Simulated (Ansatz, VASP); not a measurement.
## One calculation of Yb, two programs

```xyz
1
Lattice="0.0000 2.6870 2.6870 2.6870 0.0000 2.6870 2.6870 2.6870 0.0000" Properties=species:S:1:pos:R:3 pbc="T T T"
Yb    0.0000    0.0000    0.0000
```

Alike in both runs: task single point; functional BLYP; k mesh 17 × 17 × 17; occupations fermi-dirac, width 0.1 eV; no spin polarisation.

```csv
,VASP,Ansatz
version,VASP 6.6.1,Ansatz 0.2.0
potentials or method,"VASP PAW PBE potentials, release 64 (Yb), cutoff 520 eV","plane waves (420 eV) with PAW, scalar-relativistic"
valence electrons in the cell,24,24
```

VASP gave:

```
pressure (GPa) : -1.7
```

Question: Estimate Ansatz's values.

Answer: Pressure (GPa): -0.6.

VASP's potentials were made for PBE, not for BLYP. With one functional, cell and mesh, what is left measures potentials, basis and numerics.

Neither program's run includes spin-orbit coupling.
